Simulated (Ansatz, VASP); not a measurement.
**Two plane-wave programs on HfO2**

File INCAR:

```
  PREC = Accurate
  ENCUT = 520
  EDIFF = 1E-6
  ISMEAR = 0
  SIGMA = 0.01
  LREAL = False
  LASPH = True
  NELM = 80
  ALGO = Normal
  ISIF = 2
  LWAVE = False
  LCHARG = True
  GGA = PS
  LELF = True
  LVHAR = True
  NBANDS = 56
```

Contents of KPOINTS:

```
Automatic mesh
0
Gamma
  6 6 6
```

The input POSCAR:

```
HfO2
1.0
    5.2288996088      0.0000000000      0.0000000000
    0.0000000000      5.0179112762      0.0000000000
    0.0000000000      0.0000000000      5.0422344765
Hf O
4 8
Direct
    0.0230281693      0.2622855669      0.2309202565
    0.4769718312      0.2622855669      0.7309202565
    0.5230281693      0.7377144321      0.2309202565
    0.9769718312      0.7377144321      0.7309202565
    0.3478802486      0.0668813581      0.3852738101
    0.1521197519      0.0668813581      0.8852738101
    0.7540547068      0.4550961242      0.4968059334
    0.7459452937      0.4550961242      0.9968059334
    0.2459452937      0.5449038778      0.9968059334
    0.2540547038      0.5449038778      0.4968059334
    0.8478802486      0.9331186409      0.3852738101
    0.6521197519      0.9331186409      0.8852738101
```

Input for Ansatz:

```yaml
crystal:
  lattice:
    - [5.2288996088, 0.0, 0.0]
    - [0.0, 5.0179112762, 0.0]
    - [0.0, 0.0, 5.0422344765]
  atoms:
    - { symbol: Hf, position: [0.0230281693, 0.2622855669, 0.2309202565] }
    - { symbol: Hf, position: [0.4769718312, 0.2622855669, 0.7309202565] }
    - { symbol: Hf, position: [0.5230281693, 0.7377144321, 0.2309202565] }
    - { symbol: Hf, position: [0.9769718312, 0.7377144321, 0.7309202565] }
    - { symbol: O, position: [0.3478802486, 0.0668813581, 0.3852738101] }
    - { symbol: O, position: [0.1521197519, 0.0668813581, 0.8852738101] }
    - { symbol: O, position: [0.7540547068, 0.4550961242, 0.4968059334] }
    - { symbol: O, position: [0.7459452937, 0.4550961242, 0.9968059334] }
    - { symbol: O, position: [0.2459452937, 0.5449038778, 0.9968059334] }
    - { symbol: O, position: [0.2540547038, 0.5449038778, 0.4968059334] }
    - { symbol: O, position: [0.8478802486, 0.9331186409, 0.3852738101] }
    - { symbol: O, position: [0.6521197519, 0.9331186409, 0.8852738101] }
basis:
  ecutwfc: 420
  xc_grid: 2
kpoints:
  mp_grid: { grid: [6, 6, 6] }
hamiltonian:
  xc: pbesol
  pseudopotentials: { kind: paw, azcp: { folder: soft_1 } }
scf:
  occupations: { method: fixed }
output:
  forces: true
  stress: true
  eigenvalues: true
  polarization: {}
```

Change from the starting cell: polar distortion scaled by 0.70.

Alike in both runs: task single point; functional PBEsol; k mesh 6 × 6 × 6; no spin polarisation.

```csv
,VASP,Ansatz
version,VASP 6.6.1,Ansatz 0.2.0
potentials or method,"VASP PAW PBE potentials, release 64 (Hf_pv, O), cutoff 520 eV","scalar-relativistic, plane waves, PAW"
occupations,"gaussian, width 0.01 eV",fixed
valence electrons in the cell,88,152
```

Ansatz gave:

```
gap on the k mesh at the Fermi level (eV)                     : 4.16
least direct gap on the mesh (eV)                             : 4.64
pressure (GPa)                                                : 1.1
traceless stress, the component that is largest in VASP (GPa) : -2.73
rms of the force components (eV/Å)                            : 0.439
```

Q: Estimate VASP's values.

A: gap on the k mesh at the Fermi level (eV): 4.11; least direct gap on the mesh (eV): 4.62; pressure (GPa): -2.2; traceless stress, the component that is largest in VASP (GPa): -2.89; rms of the force components (eV/Å): 0.428.

VASP's potentials were made for PBE, not for PBEsol, and Ansatz warns of the same on its side. Atom by atom the forces differ by 0.022 eV/Å (rms over components). VASP's potentials hold 88 valence electrons a cell and Ansatz's 152, so a difference there can come from the potentials and not from the codes.

Spin-orbit coupling is off throughout.
